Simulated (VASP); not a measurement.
# Ag (Fm-3m) in VASP: single point with r2SCAN+rVV10

Aim: the single point of Ag with r2SCAN+rVV10.

Program: VASP 6.6.1. These are calculated values, not measurements. Logs are shortened: lines on timing, memory, paths and dates and some standing lists are left out, and cuts for length are marked.

### 1 The cell of the first run

It takes space group Fm-3m (No. 225, cubic). Conventional cell: a = 4.076 Å, b = 4.076 Å, c = 4.076 Å, α = 90.00°, β = 90.00°, γ = 90.00°. Within 3.8 Å of Ag (site symmetry m-3m) lie 12 Ag at 2.88 Å.

### 2 Single point, r2SCAN+rVV10

POSCAR

```
Ag
1.0
    0.0000000000      2.0381805073      2.0381805073
    2.0381805073      0.0000000000      2.0381805073
    2.0381805073      2.0381805073      0.0000000000
Ag
1
Direct
    0.0000000000      0.0000000000      0.0000000000
```

INCAR.step1

```
PREC = Accurate
ENCUT = 550
ISMEAR = 0
SIGMA = 0.1
LREAL = F
LASPH = T
NELM = 120
NBANDS = 12
GGA = PE
ALGO = Normal
EDIFF = 1E-5
LWAVE = T
LCHARG = F
GGA_COMPAT = F
```

INCAR.step2

```
PREC = Accurate
ENCUT = 550
EDIFF = 1E-6
ISMEAR = 0
SIGMA = 0.1
LREAL = F
LASPH = T
NELM = 120
ALGO = Normal
ISIF = 2
LWAVE = F
LCHARG = F
METAGGA = R2SCAN
LMIXTAU = T
LUSE_VDW = T
IVDW_NL = 2
BPARAM = 11.95
CPARAM = 0.0093
NBANDS = 12
ISTART = 1
GGA_COMPAT = F
```

KPOINTS

```
Automatic mesh
0
Gamma
  18 18 18
```

Potentials or basis: VASP PAW PBE potentials, release 64 (Ag).

The run is started by

```console
> cat potpaw_PBE.64/Ag/POTCAR > POTCAR
> cp INCAR.step1 INCAR
> mpirun -np 1 vasp_std > vasp.out
> cp INCAR.step2 INCAR
> mpirun -np 1 vasp_std > vasp.out
```

OUTCAR:

```text
PREC = Accurate
   ENCUT = 550
   EDIFF = 1E-6
   ISMEAR = 0
   LREAL = F
   LASPH = T
   NELM = 120
   ISIF = 2
   METAGGA = R2SCAN
   IVDW_NL = 2
   BPARAM = 11.95
   ISTART = 1

 ion  position               nearest neighbor table
   1  0.000  0.000  0.000-

  LATTYP: Found a face centered cubic cell.
 ALAT       =     4.0763610146

  Lattice vectors:

 A1 = (   0.0000000000,   2.0381805073,   2.0381805073)
 A2 = (   2.0381805073,   0.0000000000,   2.0381805073)
 A3 = (   2.0381805073,   2.0381805073,   0.0000000000)

Analysis of symmetry for initial positions (statically):
=====================================================================
 Subroutine PRICEL returns:
 Original cell was already a primitive cell.

 Routine SETGRP: Setting up the symmetry group for a
 face centered cubic supercell.

 Subroutine GETGRP returns: Found 48 space group operations
 (whereof 48 operations were pure point group operations)
 out of a pool of 48 trial point group operations.

The static configuration has the point symmetry O_h .

Analysis of symmetry for dynamics (positions and initial velocities):
=====================================================================
 Subroutine PRICEL returns:
 Original cell was already a primitive cell.

 Routine SETGRP: Setting up the symmetry group for a
 face centered cubic supercell.

 Subroutine GETGRP returns: Found 48 space group operations
 (whereof 48 operations were pure point group operations)
 out of a pool of 48 trial point group operations.

The dynamic configuration has the point symmetry O_h .

 Subroutine INISYM returns: Found 48 space group operations
 (whereof 48 operations are pure point group operations),
 and found     1 'primitive' translations

----------------------------------------------------------------------------------------

                                     Primitive cell

  volume of cell :      16.9339

  direct lattice vectors                    reciprocal lattice vectors
     0.000000000  2.038180507  2.038180507    -0.245316839  0.245316839  0.245316839
     2.038180507  0.000000000  2.038180507     0.245316839 -0.245316839  0.245316839
     2.038180507  2.038180507  0.000000000     0.245316839  0.245316839 -0.245316839

  length of vectors
     2.882422516  2.882422516  2.882422516     0.424901230  0.424901230  0.424901230

  position of ions in fractional coordinates (direct lattice)
     0.000000000  0.000000000  0.000000000

  ion indices of the primitive-cell ions
   primitive index   ion index
                 1           1

----------------------------------------------------------------------------------------

 KPOINTS: Automatic mesh

Automatic generation of k-mesh.
 Grid dimensions read from file:
 generate k-points for:   18   18   18

 Generating k-lattice:

  Cartesian coordinates                     Fractional coordinates (reciprocal lattice)
    -0.013628713  0.013628713  0.013628713     0.055555556  0.000000000  0.000000000
     0.013628713 -0.013628713  0.013628713     0.000000000  0.055555556  0.000000000
     0.013628713  0.013628713 -0.013628713     0.000000000  0.000000000  0.055555556

  Length of vectors
     0.023605624  0.023605624  0.023605624

  Shift w.r.t. Gamma in fractional coordinates (k-lattice)
     0.000000000  0.000000000  0.000000000

 Subroutine IBZKPT returns following result:
 ===========================================

 Found    195 irreducible k-points:

 Following reciprocal coordinates:
            Coordinates               Weight
  0.000000  0.000000  0.000000      1.000000
  0.055556  0.000000  0.000000      8.000000
  0.111111  0.000000  0.000000      8.000000
  0.166667  0.000000  0.000000      8.000000
  0.222222  0.000000  0.000000      8.000000
  0.277778  0.000000  0.000000      8.000000
[... 16 lines left out ...]
 -0.277778  0.055556  0.000000     24.000000
 -0.222222  0.055556  0.000000     24.000000
 [... further k-points ...]
   k-points           NKPTS =    195   k-points in BZ     NKDIM =    195   number of bands    NBANDS=     12
   number of dos      NEDOS =    301   number of ions     NIONS =      1
   total plane-waves  NPLWV =  13824
   dimension x,y,z NGX =    24 NGY =   24 NGZ =   24
   dimension x,y,z NGXF=    48 NGYF=   48 NGZF=   48
   ions per type =               1
   NGX,Y,Z   is equivalent  to a cutoff of  13.84, 13.84, 13.84 a.u.
   NGXF,Y,Z  is equivalent  to a cutoff of  27.68, 27.68, 27.68 a.u.
 SYSTEM =  unknown system
   PREC   = accura    normal or accurate (medium, high low for compatibility)
   ISTART =      1    job   : 0-new  1-cont  2-samecut
   ICHARG =      0    charge: 1-file 2-atom 10-const
   ISPIN  =      1    spin polarized calculation?
   LNONCOLLINEAR =      F non collinear calculations
   LSORBIT =      F    spin-orbit coupling
   LASPH  =      T    aspherical Exc in radial PAW
   ENCUT  =  550.0 eV  40.42 Ry    6.36 a.u.   5.51  5.51  5.51*2*pi/ulx,y,z
   NELM   =    120;   NELMIN=  2; NELMDL=  0     # of ELM steps
   EDIFF  = 0.1E-05   stopping-criterion for ELM
   LREAL  =      F    real-space projection
   EDIFFG = 0.1E-04   stopping-criterion for IOM
   NSW    =      0    number of steps for IOM
   IBRION =     -1    ionic relax: 0-MD 1-quasi-New 2-CG
   NFREE  =      0    steps in history (QN), initial steepest desc. (CG)
   ISIF   =      2    stress and relaxation
   ISYM   =      2    0-nonsym 1-usesym 2-fastsym
   POTIM  = 0.5000    time-step for ionic-motion
   TEBEG  =    0.0;   TEEND  =   0.0 temperature during run
   PSTRESS=    0.0 pullay stress
   NELECT =      11.0000    total number of electrons
   NUPDOWN=      -1.0000    fix difference up-down
   EMIN   =  10.00;   EMAX   =-10.00  energy-range for DOS
   EFERMI =   0.00;   METHOD = LEGACY
   ISMEAR =     0;   SIGMA  =   0.10  broadening in eV -4-tet -1-fermi 0-gaus
   EFERMI_NEDOS =   21; number of points for ismear=-14 and -15
   IALGO  =     38    algorithm
   IMIX   =      4    mixing-type and parameters
     AMIX     =   0.40;   BMIX     =  1.00
     AMIX_MAG =   1.60;   BMIX_MAG =  1.00
  volume/ion in A,a.u.               =      16.93       114.28
  Fermi-wavevector in a.u.,A,eV,Ry     =   1.417816  2.679283 27.350446  2.010201
  Thomas-Fermi vector in A             =   2.539006
   LORBIT       =      0    0 simple, 1 ext, 2 COOP (PROOUT), +10 PAW based schemes
   METAGGA = R2SCAN    functional components
   LHFCALC =     F    Hartree Fock is set to
   AEXX    =    0.0000 exact exchange contribution
   IVDW_NL    =     2    kernel type
   BPARAM     =11.9500
   IVDW    =     0    specifies the selected vdW correction
   LEPSILON=     F    determine dielectric tensor
   LRPA    =     F    only Hartree local field effects (RPA)
 non-spin polarized calculation
 Gauss-broadening in eV      SIGMA  =   0.10
  energy-cutoff  :      550.00
  volume of cell :       16.93
 maximum number of plane-waves:       531
 NGX is ok and might be reduce to    24
   NGX = 11   NGY = 11   NGZ = 11

 number of electron      10.9999999 magnetization

 Free energy of the ion-electron system (eV)
  ---------------------------------------------------
  ext. energy  EPLUGINS =         0.00000000
  ---------------------------------------------------
  free energy    TOTEN  =       -21.03826955 eV

  energy without entropy =      -21.03731418  energy(sigma->0) =      -21.03779186

 E-fermi :   8.4578     XC(G=0): -13.0554

 val. band max:        8.4230581232   @ k =   0.5000   0.1667   0.0556
 cond. band min:       8.5957535967   @ k =   0.5000   0.3333   0.1111
 fundamental gap:      0.1726954736
 Fermi energy:         8.4578064424

 k-point     1 :       0.0000    0.0000    0.0000
  band No.  band energies     occupation
      1       0.4696      2.00000
      2       3.3500      2.00000
      3       3.3500      2.00000
      4       3.3500      2.00000
      5       4.4107      2.00000
      6       4.4107      2.00000
      7      25.1562      0.00000
      8      28.9298      0.00000
      9      28.9298      0.00000
     10      28.9298      0.00000
     11      33.8945      0.00000
     12      35.0031      0.00000

 k-point     2 :       0.0556    0.0000    0.0000
  band No.  band energies     occupation
      1       0.5702      2.00000
      2       3.3268      2.00000
      3       3.3780      2.00000
      4       3.3780      2.00000
      5       4.3999      2.00000
      6       4.3999      2.00000
      7      25.1755      0.00000
      8      28.0493      0.00000
      9      28.9692      0.00000
     10      28.9692      0.00000
     11      34.0079      0.00000
     12      34.8966      0.00000

 k-point     3 :       0.1111    0.0000    0.0000
  band No.  band energies     occupation
      1       0.8597      2.00000
      2       3.2741      2.00000
      3       3.4508      2.00000
      4       3.4508      2.00000
      5       4.3788      2.00000
      6       4.3788      2.00000
      7      24.9169      0.00000
      8      26.5815      0.00000
      9      29.0642      0.00000
     10      29.0642      0.00000
     11      33.1568      0.00000
     12      34.5160      0.00000

 k-point     4 :       0.1667    0.0000    0.0000
  band No.  band energies     occupation
      1       1.2866      2.00000
      2       3.2559      2.00000
      3       3.5313      2.00000
      4       3.5313      2.00000
      5       4.3839      2.00000
      6       4.3839      2.00000
      7      23.3669      0.00000
      8      26.1048      0.00000
      9      29.1432      0.00000
     10      29.1432      0.00000
     11      32.3963      0.00000
     12      33.8345      0.00000

 k-point     5 :       0.2222    0.0000    0.0000
  band No.  band energies     occupation
      1       1.7014      2.00000
      2       3.4367      2.00000
      3       3.5646      2.00000
      4       3.5646      2.00000
      5       4.4664      2.00000
      6       4.4664      2.00000
      7      21.2135      0.00000
      8      25.9356      0.00000
      9      29.0864      0.00000
     10      29.0864      0.00000
     11      32.2015      0.00000
     12      33.0733      0.00000
[... 228 lines left out ...]
      1       1.8489      2.00000
      2       3.3462      2.00000
      3       3.4055      2.00000
      4       4.9381      2.00000
      5       5.0205      2.00000
      6       6.9727      2.00000
      7      14.1967      0.00000
      8      24.4731      0.00000
      9      26.5025      0.00000
     10      27.8613      0.00000
     11      32.2354      0.00000
     12      32.5665      0.00000

 k-point    22 :      -0.3333    0.0556    0.0000
  band No.  band energies     occupation
      1       1.9232      2.00000
      2       3.4169      2.00000
      3       3.4695      2.00000
      4       4.6432      2.00000
      5       4.8023      2.00000
      6       5.8546      2.00000
      7      16.1628      0.00000
      8      24.7404      0.00000
      9      26.8422      0.00000
     10      28.8138      0.00000
     11      32.0295      0.00000
     12      32.2473      0.00000

 k-point    23 :      -0.2778    0.0556    0.0000
  band No.  band energies     occupation
      1       1.9721      2.00000
      2       3.4848      2.00000
      3       3.5460      2.00000
      4       4.0862      2.00000
      5       4.5645      2.00000
      6       5.1249      2.00000
      7      18.3108      0.00000
      8      25.0719      0.00000
      9      27.3695      0.00000
     10      29.9047      0.00000
     11      31.6696      0.00000
     12      31.8541      0.00000

 k-point    24 :      -0.2222    0.0556    0.0000
  band No.  band energies     occupation
      1       1.8748      2.00000
      2       3.3969      2.00000
      3       3.6007      2.00000
      4       3.6429      2.00000
      5       4.3650      2.00000
      6       4.7554      2.00000
      7      20.5378      0.00000
      8      25.3889      0.00000
      9      27.9207      0.00000
     10      30.5804      0.00000
     11      31.1689      0.00000
     12      32.1897      0.00000

 [... further k-points ...]

------------------------ aborting loop because EDIFF is reached ----------------------------------------

  FORCE on cell =-STRESS in cart. coord.  units (eV):
  Direction    XX          YY          ZZ          XY          YZ          ZX
  --------------------------------------------------------------------------------------
  -------------------------------------------------------------------------------------
  Total        0.0492744      0.0492744      0.0492744      0.0000000      0.0000000     -0.0000000
  in kB        4.6620150      4.6620150      4.6620150      0.0000000      0.0000000     -0.0000000
  external PRESSURE =       4.6620150 kB  Pullay stress =       0.0000000 kB

 VOLUME and BASIS-vectors are now :
 -----------------------------------------------------------------------------
  energy-cutoff  :      550.00
  volume of cell :       16.93
      direct lattice vectors                 reciprocal lattice vectors
     0.000000000  2.038180507  2.038180507    -0.245316839  0.245316839  0.245316839
     2.038180507  0.000000000  2.038180507     0.245316839 -0.245316839  0.245316839
     2.038180507  2.038180507  0.000000000     0.245316839  0.245316839 -0.245316839

 POSITION                                       TOTAL-FORCE (eV/Angst)
 -----------------------------------------------------------------------------------
      0.00000      0.00000      0.00000         0.000000      0.000000      0.000000
 -----------------------------------------------------------------------------------
    total drift:                               -0.000000      0.000000      0.000000

  FREE ENERGIE OF THE ION-ELECTRON SYSTEM (eV)
  ---------------------------------------------------
  free  energy   TOTEN  =       -21.0382695479 eV

  energy  without entropy=      -21.0373141807  energy(sigma->0) =      -21.03779186
```

It took 2.5 min on 1 thread of Intel Xeon 8259CL, shared host; peak memory 0.25 GiB.

What came out:

```
Free energy            : -21.0383 eV
Pressure               : 0.5 GPa
Band gap on the k mesh : zero (an odd number of electrons rules out a gap without spin polarisation)
```

Levels at points of the mesh, in eV from the Fermi level:
| k point | band 3 | band 4 | band 5 | band 6 | band 7 | band 8 | band 9 | band 10 |
| --- | --- | --- | --- | --- | --- | --- | --- | --- |
| (0.00, 0.00, 0.00) | -5.11 | -5.11 | -4.05 | -4.05 | 16.70 | 20.47 | 20.47 | 20.47 |
| (0.50, 0.00, 0.00) | -5.14 | -3.22 | -3.22 | -0.33 | 3.79 | 15.93 | 18.73 | 18.73 |
| (0.50, 0.50, 0.00) | -3.26 | -3.00 | -3.00 | 1.75 | 7.07 | 11.21 | 11.21 | 17.80 |

Caveat: the PAW data sets were made with another functional, which shifts forces and pressure a little.

The gap in the log of VASP goes by the Fermi energy; the results here count the filled bands.